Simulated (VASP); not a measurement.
Wanted: the native input for a VASP 6.6.1 run.

```
Task                   : relaxation of cell and atoms
Functional             : PBE
Potentials or basis    : VASP PAW PBE potentials, release 64 (Pd, Br)
Cutoff                 : 600 eV
k mesh                 : 13 × 13 × 13
Occupations            : fermi-dirac, width 0.1 eV
Spin                   : no spin polarisation
Dipole correction      : no
Further INCAR settings : ALGO = Normal; EDIFF = 1e-07; IBRION = 2; EDIFFG = -0.005; NSW = 60; ISIF = 3
```

The structure of PdBr (rocksalt type) lies in POSCAR:

```
PdBr
1.0
    0.0000000000      2.4738759196      2.4738759196
    2.4738759196      0.0000000000      2.4738759196
    2.4738759196      2.4738759196      0.0000000000
Pd Br
1 1
Direct
    0.0000000000      0.0000000000      0.0000000000
    0.5000000000      0.5000000000      0.5000000000
```

The input as run:

INCAR

```
ALGO = Normal
EDIFF = 1E-7
EDIFFG = -0.005
ENCUT = 600
GGA = PE
IBRION = 2
ISIF = 3
ISMEAR = -1
LASPH = T
LCHARG = F
LREAL = F
LWAVE = F
NELM = 100
NSW = 60
PREC = Accurate
SIGMA = 0.1
```

KPOINTS

```
k-points
0
Gamma
  13 13 13
```

Potentials or basis: VASP PAW PBE potentials, release 64 (Pd, Br).

Launch:

```console
$ cat potpaw_PBE.64/Pd/POTCAR potpaw_PBE.64/Br/POTCAR > POTCAR
$ mpirun -np 1 vasp_std > vasp.out
```

It gave:

The relaxed volume is 20.71 Å³/atom. The relaxed cell is a = 3.884 Å, b = 3.884 Å, c = 3.884 Å, α = 60.00°, β = 60.00°, γ = 60.00°. The space group after relaxing (to 0.05 Å) is Fm-3m (No. 225). The energy gained by relaxing is 611.8 meV/atom. The ionic steps are 21 and the pressure after relaxing is 0.0 GPa.

Caveat: the volume moved by over 15 % at a fixed basis, so the end points are rough; an odd number of electrons without spin polarisation forces a metal; a magnetic or distorted state may lie lower.

Run time: 4.2 min on 1 thread of Intel Xeon 6975P-C, on a shared host, peak memory 0.2 GiB.
